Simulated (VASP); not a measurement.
# C (I4_1/amd) in VASP: a series of runs

The runs below take C through single point, with r2SCAN.

All numbers are computed with VASP 6.6.1; they aren't measurements. Logs are shortened: lines on timing, memory, paths and dates and some standing lists are left out, and cuts for length are marked.

## (1) The cell of the first run

The structure is tetragonal, space group I4_1/amd (No. 141). Conventional cell: a = 2.518 Å, b = 2.518 Å, c = 3.400 Å, α = 90.00°, β = 90.00°, γ = 90.00°. C (site symmetry -4m2) has 4 C at 1.52 Å within 2.0 Å.

## (2) Single point, r2SCAN (strain -0.0450 x Voigt [0, 0, 1, 0, 0, 0])

POSCAR reads:

```
C
1.0
    0.0000000000      1.7801417077      1.7000353309
    1.7801417077      0.0000000000      1.7000353309
    1.7801417077      1.7801417077      0.0000000000
C
2
Direct
    0.5000000000      0.5000000000      0.5000000000
    0.7500000000      0.7500000000      0.7500000000
```

INCAR.step1 reads:

```
SYSTEM = C
PREC = Accurate
ENCUT = 520
ISMEAR = 0
SIGMA = 0.05
LREAL = .FALSE.
LASPH = .TRUE.
NELM = 100
NBANDS = 11
GGA = PE
ALGO = Normal
EDIFF = 1E-4
LWAVE = .TRUE.
LCHARG = .FALSE.
```

INCAR.step2 reads:

```
SYSTEM = C
PREC = Accurate
ENCUT = 520
EDIFF = 1E-7
ISMEAR = 0
SIGMA = 0.05
LREAL = .FALSE.
LASPH = .TRUE.
NELM = 100
ALGO = Normal
ISIF = 2
LWAVE = .FALSE.
LCHARG = .TRUE.
METAGGA = R2SCAN
LMIXTAU = .TRUE.
LELF = .TRUE.
LVHAR = .TRUE.
NBANDS = 11
ISTART = 1
```

KPOINTS reads:

```
Automatic mesh
0
G
  12 12 12
  0 0 0
```

Potentials or basis: VASP PAW PBE potentials, release 64 (C).

Command:

```sh
cat potpaw_PBE.64/C/POTCAR > POTCAR
cp INCAR.step1 INCAR
mpirun -np 1 vasp_std > vasp.out
cp INCAR.step2 INCAR
mpirun -np 1 vasp_std > vasp.out
```

OUTCAR:

```text
SYSTEM = C
   PREC = Accurate
   ENCUT = 520
   EDIFF = 1E-7
   ISMEAR = 0
   LREAL = .FALSE.
   LASPH = .TRUE.
   NELM = 100
   ISIF = 2
   METAGGA = R2SCAN
   ISTART = 1

 ion  position               nearest neighbor table
   1  0.500  0.500  0.500-   2 1.52   2 1.52   2 1.52   2 1.52
   2  0.750  0.750  0.750-   1 1.52   1 1.52   1 1.52   1 1.52

  LATTYP: Found a body centered tetragonal cell.
 ALAT       =     2.5175005460
 C/A-ratio  =     1.3505739521

  Lattice vectors:

 A1 = (   0.0000000000,  -1.7801417077,  -1.7000353309)
 A2 = (   0.0000000000,   1.7801417077,  -1.7000353309)
 A3 = (   1.7801417077,   0.0000000000,   1.7000353309)

Analysis of symmetry for initial positions (statically):
=====================================================================
 Subroutine PRICEL returns:
 Original cell was already a primitive cell.

 Routine SETGRP: Setting up the symmetry group for a
 body centered tetragonal supercell.

 Subroutine GETGRP returns: Found 16 space group operations
 (whereof  8 operations were pure point group operations)
 out of a pool of 16 trial point group operations.

The static configuration has the point symmetry D_2d.
 The point group associated with its full space group is D_4h.

Analysis of symmetry for dynamics (positions and initial velocities):
=====================================================================
 Subroutine PRICEL returns:
 Original cell was already a primitive cell.

 Routine SETGRP: Setting up the symmetry group for a
 body centered tetragonal supercell.

 Subroutine GETGRP returns: Found 16 space group operations
 (whereof  8 operations were pure point group operations)
 out of a pool of 16 trial point group operations.

The dynamic configuration has the point symmetry D_2d.
 The point group associated with its full space group is D_4h.

 Subroutine INISYM returns: Found 16 space group operations
 (whereof  8 operations are pure point group operations),
 and found     1 'primitive' translations

----------------------------------------------------------------------------------------

                                     Primitive cell

  volume of cell :      10.7745

  direct lattice vectors                    reciprocal lattice vectors
     0.000000000  1.780141708  1.700035331    -0.280876516  0.280876516  0.294111535
     1.780141708  0.000000000  1.700035331     0.280876516 -0.280876516  0.294111535
     1.780141708  1.780141708  0.000000000     0.280876516  0.280876516 -0.294111535

  length of vectors
[... 85 lines left out ...]
   NSW    =      0    number of steps for IOM
   IBRION =     -1    ionic relax: 0-MD 1-quasi-New 2-CG
   NFREE  =      0    steps in history (QN), initial steepest desc. (CG)
   ISIF   =      2    stress and relaxation
   ISYM   =      2    0-nonsym 1-usesym 2-fastsym
   POTIM  = 0.5000    time-step for ionic-motion
   TEBEG  =    0.0;   TEEND  =   0.0 temperature during run
   PSTRESS=    0.0 pullay stress
   NELECT =       8.0000    total number of electrons
   NUPDOWN=      -1.0000    fix difference up-down
   EMIN   =  10.00;   EMAX   =-10.00  energy-range for DOS
   EFERMI =   0.00;   METHOD = LEGACY
   ISMEAR =     0;   SIGMA  =   0.05  broadening in eV -4-tet -1-fermi 0-gaus
   EFERMI_NEDOS =   21; number of points for ismear=-14 and -15
   IALGO  =     38    algorithm
   IMIX   =      4    mixing-type and parameters
     AMIX     =   0.40;   BMIX     =  1.00
     AMIX_MAG =   1.60;   BMIX_MAG =  1.00
  volume/ion in A,a.u.               =       5.39        36.35
  Fermi-wavevector in a.u.,A,eV,Ry     =   1.482424  2.801375 29.899907  2.197581
  Thomas-Fermi vector in A             =   2.596212
   LORBIT       =      0    0 simple, 1 ext, 2 COOP (PROOUT), +10 PAW based schemes
   METAGGA = R2SCAN    functional components
   LHFCALC =     F    Hartree Fock is set to
   AEXX    =    0.0000 exact exchange contribution
   IVDW    =     0    specifies the selected vdW correction
   LEPSILON=     F    determine dielectric tensor
   LRPA    =     F    only Hartree local field effects (RPA)
 non-spin polarized calculation
 Gauss-broadening in eV      SIGMA  =   0.05
  energy-cutoff  :      520.00
  volume of cell :       10.77
 maximum number of plane-waves:       302
   NGX =  9   NGY =  9   NGZ =  9

 number of electron       8.0000000 magnetization

 Free energy of the ion-electron system (eV)
  ---------------------------------------------------
  ext. energy  EPLUGINS =         0.00000000
  ---------------------------------------------------
  free energy    TOTEN  =       -19.56996493 eV

  energy without entropy =      -19.56996493  energy(sigma->0) =      -19.56996493

 E-fermi :  11.1565     XC(G=0): -14.5450

 val. band max:       10.9556535043   @ k =   0.0000   0.0000   0.0000
 cond. band min:      14.1775034699   @ k =   0.3333   0.3333   0.0000
 fundamental gap:      3.2218499656
 Fermi energy:        11.1565097967

 k-point     1 :       0.0000    0.0000    0.0000
  band No.  band energies     occupation
      1     -12.9417      2.00000
      2      10.2400      2.00000
      3      10.2400      2.00000
      4      10.9557      2.00000
      5      16.0587      0.00000
      6      16.6898      0.00000
      7      16.6899      0.00000
      8      25.5209      0.00000
      9      31.6242      0.00000
     10      37.1837      0.00000
     11      39.0870      0.00000
[... 309 lines left out ...]
 k-point    24 :      -0.4167    0.1667    0.0000
  band No.  band energies     occupation
      1      -6.3137      2.00000
      2      -3.1009      2.00000
      3       4.9566      2.00000
      4       6.0114      2.00000
      5      17.9262      0.00000
      6      21.4935      0.00000
      7      23.3468      0.00000
      8      27.2302      0.00000
      9      31.5272      0.00000
     10      36.3686      0.00000
     11      37.5510      0.00000

 [... further k-points ...]
[... 5 lines left out ...]
  --------------------------------------------------------------------------------------
  -------------------------------------------------------------------------------------
  Total        0.5879040      0.5879040      3.6534279      0.0000000      0.0000000      0.0000000
  in kB       87.4218353     87.4218353    543.2678814      0.0000000      0.0000000      0.0000000
  external PRESSURE =     239.3705173 kB  Pullay stress =       0.0000000 kB

 VOLUME and BASIS-vectors are now :
 -----------------------------------------------------------------------------
  energy-cutoff  :      520.00
  volume of cell :       10.77
      direct lattice vectors                 reciprocal lattice vectors
     0.000000000  1.780141708  1.700035331    -0.280876516  0.280876516  0.294111535
     1.780141708  0.000000000  1.700035331     0.280876516 -0.280876516  0.294111535
     1.780141708  1.780141708  0.000000000     0.280876516  0.280876516 -0.294111535

 POSITION                                       TOTAL-FORCE (eV/Angst)
 -----------------------------------------------------------------------------------
      1.78014      1.78014      1.70004        -0.000000      0.000000      0.000000
      2.67021      2.67021      2.55005         0.000000     -0.000000     -0.000000
 -----------------------------------------------------------------------------------
    total drift:                                0.000000     -0.000000      0.000000

  FREE ENERGIE OF THE ION-ELECTRON SYSTEM (eV)
  ---------------------------------------------------
  free  energy   TOTEN  =       -19.5699649287 eV

  energy  without entropy=      -19.5699649287  energy(sigma->0) =      -19.56996493
```

Wall time 90 s (1 thread of Intel Xeon Platinum 8259CL at 2.50GHz (Skylake/Cascade Lake), shared host); peak memory 0.12 GiB.

What came out:

- Free energy: -19.5700 eV
- Pressure: 23.9 GPa
- Band gap on the k mesh: 3.22 eV, indirect (least direct gap 5.10 eV)

Stress tensor (GPa, compression positive):
```
 8.74  0.00  0.00
 0.00  8.74  0.00
 0.00  0.00 54.33
```

Caveat: the cell differs from its parent crystal (strain -0.0450 x Voigt [0, 0, 1, 0, 0, 0]); the PAW data sets were made with another functional, which shifts forces and pressure a little. A k mesh can miss the band edges.

[end of part 1 of 2]
